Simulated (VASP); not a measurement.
# CdO (Fm-3m) in VASP: a series of runs

Runs on CdO. Level: r2SCAN. Tasks: single point.

Everything below comes from runs of VASP 6.6.1. Logs are shortened: lines on timing, memory, paths and dates and some standing lists are left out, and cuts for length are marked.

## 1. The cell of the first run

The structure is cubic, space group Fm-3m (No. 225). Conventional cell: a = 4.706 Å, b = 4.706 Å, c = 4.706 Å, α = 90.00°, β = 90.00°, γ = 90.00°. Within 3.1 Å of Cd (site symmetry m-3m) lie 6 O at 2.35 Å. Within 3.1 Å of O (site symmetry m-3m) lie 6 Cd at 2.35 Å.

## 2. Single point, r2SCAN

File POSCAR:

```
CdO
1.0
    0.0000000000      2.3530040397      2.3530040397
    2.3530040397      0.0000000000      2.3530040397
    2.3530040397      2.3530040397      0.0000000000
Cd O
1 1
Direct
    0.0000000000      0.0000000000      0.0000000000
    0.5000000000      0.5000000000      0.5000000000
```

File INCAR.step1:

```
SYSTEM = CdO
ALGO     = Normal         ! electronic algorithm
EDIFF    = 1E-5           ! SCF threshold, eV
ENCUT    = 660            ! plane-wave cutoff, eV
GGA      = PE             ! functional
GGA_COMPAT= .FALSE.      
ISMEAR   = -1             ! smearing method
LASPH    = .TRUE.         ! aspherical terms in the spheres
LCHARG   = .FALSE.        ! write CHGCAR
LREAL    = .FALSE.        ! projectors in reciprocal space
LWAVE    = .TRUE.         ! write WAVECAR
NBANDS   = 16             ! bands
NELM     = 120            ! most SCF steps
PREC     = Accurate       ! precision mode
SIGMA    = 0.02           ! smearing width, eV
```

File INCAR.step2:

```
SYSTEM = CdO
ALGO     = Normal         ! electronic algorithm
EDIFF    = 1E-6           ! SCF threshold, eV
ENCUT    = 660            ! plane-wave cutoff, eV
GGA_COMPAT= .FALSE.      
ISIF     = 2              ! what is computed and relaxed
ISMEAR   = -1             ! smearing method
ISTART   = 1            
LASPH    = .TRUE.         ! aspherical terms in the spheres
LCHARG   = .FALSE.        ! write CHGCAR
LMIXTAU  = .TRUE.       
LREAL    = .FALSE.        ! projectors in reciprocal space
LWAVE    = .FALSE.        ! write WAVECAR
METAGGA  = R2SCAN         ! meta-GGA
NBANDS   = 16             ! bands
NELM     = 120            ! most SCF steps
PREC     = Accurate       ! precision mode
SIGMA    = 0.02           ! smearing width, eV
```

File KPOINTS:

```
k-points
0
G
  8 8 8
  0 0 0
```

Potentials or basis: VASP PAW PBE potentials, release 64 (Cd, O).

Launch:

```console
$ cat potpaw_PBE.64/Cd/POTCAR potpaw_PBE.64/O/POTCAR > POTCAR
$ cp INCAR.step1 INCAR
$ mpirun -np 1 vasp_std > vasp.out
$ cp INCAR.step2 INCAR
$ mpirun -np 1 vasp_std > vasp.out
```

OUTCAR:

```text
SYSTEM = CdO
   EDIFF = 1E-6
   ENCUT = 660
   ISIF = 2
   ISMEAR = -1
   ISTART = 1
   LASPH = .TRUE.
   LREAL = .FALSE.
   METAGGA = R2SCAN
   NELM = 120
   PREC = Accurate

 ion  position               nearest neighbor table
   1  0.000  0.000  0.000-   2 2.35   2 2.35   2 2.35   2 2.35   2 2.35   2 2.35
   2  0.500  0.500  0.500-   1 2.35   1 2.35   1 2.35   1 2.35   1 2.35   1 2.35

  LATTYP: Found a face centered cubic cell.
 ALAT       =     4.7060080794

  Lattice vectors:

 A1 = (   0.0000000000,   2.3530040397,   2.3530040397)
 A2 = (   2.3530040397,   0.0000000000,   2.3530040397)
 A3 = (   2.3530040397,   2.3530040397,   0.0000000000)

Analysis of symmetry for initial positions (statically):
=====================================================================
 Subroutine PRICEL returns:
 Original cell was already a primitive cell.

 Routine SETGRP: Setting up the symmetry group for a
 face centered cubic supercell.

 Subroutine GETGRP returns: Found 48 space group operations
 (whereof 48 operations were pure point group operations)
 out of a pool of 48 trial point group operations.

The static configuration has the point symmetry O_h .

Analysis of symmetry for dynamics (positions and initial velocities):
=====================================================================
 Subroutine PRICEL returns:
 Original cell was already a primitive cell.

 Routine SETGRP: Setting up the symmetry group for a
 face centered cubic supercell.

 Subroutine GETGRP returns: Found 48 space group operations
 (whereof 48 operations were pure point group operations)
 out of a pool of 48 trial point group operations.

The dynamic configuration has the point symmetry O_h .

 Subroutine INISYM returns: Found 48 space group operations
 (whereof 48 operations are pure point group operations),
 and found     1 'primitive' translations

----------------------------------------------------------------------------------------

                                     Primitive cell

  volume of cell :      26.0554

  direct lattice vectors                    reciprocal lattice vectors
     0.000000000  2.353004040  2.353004040    -0.212494323  0.212494323  0.212494323
     2.353004040  0.000000000  2.353004040     0.212494323 -0.212494323  0.212494323
     2.353004040  2.353004040  0.000000000     0.212494323  0.212494323 -0.212494323

  length of vectors
     3.327650225  3.327650225  3.327650225     0.368050963  0.368050963  0.368050963

  position of ions in fractional coordinates (direct lattice)
     0.000000000  0.000000000  0.000000000
     0.500000000  0.500000000  0.500000000

  ion indices of the primitive-cell ions
   primitive index   ion index
                 1           1
                 2           2

----------------------------------------------------------------------------------------

 KPOINTS: k-points

Automatic generation of k-mesh.
 Grid dimensions read from file:
 generate k-points for:    8    8    8

 Generating k-lattice:

  Cartesian coordinates                     Fractional coordinates (reciprocal lattice)
    -0.026561790  0.026561790  0.026561790     0.125000000  0.000000000  0.000000000
     0.026561790 -0.026561790  0.026561790     0.000000000  0.125000000  0.000000000
     0.026561790  0.026561790 -0.026561790     0.000000000  0.000000000  0.125000000

  Length of vectors
     0.046006370  0.046006370  0.046006370

  Shift w.r.t. Gamma in fractional coordinates (k-lattice)
     0.000000000  0.000000000  0.000000000

 Subroutine IBZKPT returns following result:
 ===========================================

 Found     29 irreducible k-points:

 Following reciprocal coordinates:
            Coordinates               Weight
  0.000000  0.000000  0.000000      1.000000
  0.125000  0.000000  0.000000      8.000000
  0.250000  0.000000  0.000000      8.000000
  0.375000  0.000000  0.000000      8.000000
  0.500000  0.000000  0.000000      4.000000
  0.125000  0.125000  0.000000      6.000000
[... 16 lines left out ...]
  0.500000  0.250000  0.125000     48.000000
 -0.375000  0.250000  0.125000     24.000000
 [... further k-points ...]
   k-points           NKPTS =     29   k-points in BZ     NKDIM =     29   number of bands    NBANDS=     16
   number of dos      NEDOS =    301   number of ions     NIONS =      2
   total plane-waves  NPLWV =  21952
   dimension x,y,z NGX =    28 NGY =   28 NGZ =   28
   dimension x,y,z NGXF=    56 NGYF=   56 NGZF=   56
   ions per type =               1   1
   NGX,Y,Z   is equivalent  to a cutoff of  13.99, 13.99, 13.99 a.u.
   NGXF,Y,Z  is equivalent  to a cutoff of  27.98, 27.98, 27.98 a.u.
 SYSTEM =  CdO
   PREC   = accura    normal or accurate (medium, high low for compatibility)
   ISTART =      1    job   : 0-new  1-cont  2-samecut
   ICHARG =      0    charge: 1-file 2-atom 10-const
   ISPIN  =      1    spin polarized calculation?
   LNONCOLLINEAR =      F non collinear calculations
   LSORBIT =      F    spin-orbit coupling
   LASPH  =      T    aspherical Exc in radial PAW
   ENCUT  =  660.0 eV  48.51 Ry    6.96 a.u.   6.97  6.97  6.97*2*pi/ulx,y,z
   NELM   =    120;   NELMIN=  2; NELMDL=  0     # of ELM steps
   EDIFF  = 0.1E-05   stopping-criterion for ELM
   LREAL  =      F    real-space projection
   EDIFFG = 0.1E-04   stopping-criterion for IOM
   NSW    =      0    number of steps for IOM
   IBRION =     -1    ionic relax: 0-MD 1-quasi-New 2-CG
   NFREE  =      0    steps in history (QN), initial steepest desc. (CG)
   ISIF   =      2    stress and relaxation
   ISYM   =      2    0-nonsym 1-usesym 2-fastsym
   POTIM  = 0.5000    time-step for ionic-motion
   TEBEG  =    0.0;   TEEND  =   0.0 temperature during run
   PSTRESS=    0.0 pullay stress
   NELECT =      18.0000    total number of electrons
   NUPDOWN=      -1.0000    fix difference up-down
   EMIN   =  10.00;   EMAX   =-10.00  energy-range for DOS
   EFERMI =   0.00;   METHOD = LEGACY
   ISMEAR =    -1;   SIGMA  =   0.02  broadening in eV -4-tet -1-fermi 0-gaus
   EFERMI_NEDOS =   21; number of points for ismear=-14 and -15
   IALGO  =     38    algorithm
   IMIX   =      4    mixing-type and parameters
     AMIX     =   0.40;   BMIX     =  1.00
     AMIX_MAG =   1.60;   BMIX_MAG =  1.00
  volume/ion in A,a.u.               =      13.03        87.92
  Fermi-wavevector in a.u.,A,eV,Ry     =   1.447215  2.734839 28.496459  2.094431
  Thomas-Fermi vector in A             =   2.565195
   LORBIT       =      0    0 simple, 1 ext, 2 COOP (PROOUT), +10 PAW based schemes
   METAGGA = R2SCAN    functional components
   LHFCALC =     F    Hartree Fock is set to
   AEXX    =    0.0000 exact exchange contribution
   IVDW    =     0    specifies the selected vdW correction
   LEPSILON=     F    determine dielectric tensor
   LRPA    =     F    only Hartree local field effects (RPA)
 non-spin polarized calculation
  energy-cutoff  :      660.00
  volume of cell :       26.06
 maximum number of plane-waves:      1018
   NGX = 13   NGY = 13   NGZ = 13

 number of electron      18.0000002 magnetization

 Free energy of the ion-electron system (eV)
  ---------------------------------------------------
  ext. energy  EPLUGINS =         0.00000000
  ---------------------------------------------------
  free energy    TOTEN  =       -28.56257277 eV

  energy without entropy =      -28.56236221  energy(sigma->0) =      -28.56246749

 E-fermi :   1.7338     XC(G=0): -12.3013

 val. band max:        1.6731075898   @ k =   0.5000   0.0000   0.0000
 cond. band min:       1.7384614059   @ k =   0.0000   0.0000   0.0000
 fundamental gap:      0.0653538161
 Fermi energy:         1.7338082640

 k-point     1 :       0.0000    0.0000    0.0000
  band No.  band energies     occupation
      1     -16.5963      2.00000
      2      -5.1900      2.00000
      3      -5.1900      2.00000
      4      -5.1900      2.00000
      5      -4.8762      2.00000
      6      -4.8762      2.00000
[... 8 lines left out ...]
     15      20.9187      0.00000
     16      20.9187      0.00000

 k-point     2 :       0.1250    0.0000    0.0000
  band No.  band energies     occupation
      1     -16.4965      2.00000
      2      -5.2535      2.00000
      3      -5.1781      2.00000
      4      -5.1781      2.00000
      5      -4.9686      2.00000
      6      -4.9686      2.00000
[... 8 lines left out ...]
     15      21.1387      0.00000
     16      21.1387      0.00000

 k-point     3 :       0.2500    0.0000    0.0000
  band No.  band energies     occupation
      1     -16.2447      2.00000
      2      -5.4999      2.00000
      3      -5.4096      2.00000
      4      -5.4096      2.00000
      5      -4.8903      2.00000
      6      -4.8903      2.00000
[... 8 lines left out ...]
     15      22.0527      0.00000
     16      22.0527      0.00000

 k-point     4 :       0.3750    0.0000    0.0000
  band No.  band energies     occupation
      1     -15.9748      2.00000
      2      -5.8874      2.00000
      3      -5.6831      2.00000
      4      -5.6831      2.00000
      5      -4.7257      2.00000
      6      -4.7257      2.00000
[... 8 lines left out ...]
     15      23.5111      0.00000
     16      23.5111      0.00000
[... 324 lines left out ...]
 k-point    22 :       0.3750    0.2500    0.1250
  band No.  band energies     occupation
      1     -16.1208      2.00000
      2      -5.6179      2.00000
      3      -5.4090      2.00000
      4      -5.3067      2.00000
      5      -4.9228      2.00000
      6      -4.6604      2.00000
[... 8 lines left out ...]
     15      24.1207      0.00000
     16      24.5707      0.00000

 k-point    23 :       0.5000    0.2500    0.1250
  band No.  band energies     occupation
      1     -15.9515      2.00000
      2      -5.6740      2.00000
      3      -5.5385      2.00000
      4      -5.4111      2.00000
      5      -4.7777      2.00000
      6      -4.5916      2.00000
[... 8 lines left out ...]
     15      23.2936      0.00000
     16      24.9766      0.00000

 k-point    24 :      -0.3750    0.2500    0.1250
  band No.  band energies     occupation
      1     -15.8799      2.00000
      2      -5.7502      2.00000
      3      -5.4931      2.00000
      4      -5.4857      2.00000
      5      -4.6509      2.00000
      6      -4.6478      2.00000
[... 8 lines left out ...]
     15      22.1070      0.00000
     16      25.6356      0.00000

 [... further k-points ...]

------------------------ aborting loop because EDIFF is reached ----------------------------------------

  FORCE on cell =-STRESS in cart. coord.  units (eV):
  Direction    XX          YY          ZZ          XY          YZ          ZX
  --------------------------------------------------------------------------------------
  -------------------------------------------------------------------------------------
  Total        0.2498379      0.2498379      0.2498379      0.0000000     -0.0000000     -0.0000000
  in kB       15.3628175     15.3628175     15.3628175      0.0000000     -0.0000000     -0.0000000
  external PRESSURE =      15.3628175 kB  Pullay stress =       0.0000000 kB

 VOLUME and BASIS-vectors are now :
 -----------------------------------------------------------------------------
  energy-cutoff  :      660.00
  volume of cell :       26.06
      direct lattice vectors                 reciprocal lattice vectors
     0.000000000  2.353004040  2.353004040    -0.212494323  0.212494323  0.212494323
     2.353004040  0.000000000  2.353004040     0.212494323 -0.212494323  0.212494323
     2.353004040  2.353004040  0.000000000     0.212494323  0.212494323 -0.212494323

 POSITION                                       TOTAL-FORCE (eV/Angst)
 -----------------------------------------------------------------------------------
      0.00000      0.00000      0.00000        -0.000000      0.000000      0.000000
      2.35300      2.35300      2.35300         0.000000     -0.000000     -0.000000
 -----------------------------------------------------------------------------------
    total drift:                                0.000000      0.000000      0.000000

  FREE ENERGIE OF THE ION-ELECTRON SYSTEM (eV)
  ---------------------------------------------------
  free  energy   TOTEN  =       -28.5625727663 eV

  energy  without entropy=      -28.5623622076  energy(sigma->0) =      -28.56246749
```

Run time: 29 s. Hardware: 1 thread of Intel Xeon 6975P-C (Granite Rapids), shared host; peak memory 0.17 GiB.

What came out:

```yaml
Free_energy: -28.5626 eV
Pressure: 1.5 GPa
Band_gap_on_the_k_mesh: 0.07 eV (least direct gap 1.40 eV)
```

Caveat: the PAW data sets were made with another functional, which shifts forces and pressure a little. A k mesh can miss the band edges.

[end of part 1 of 2]
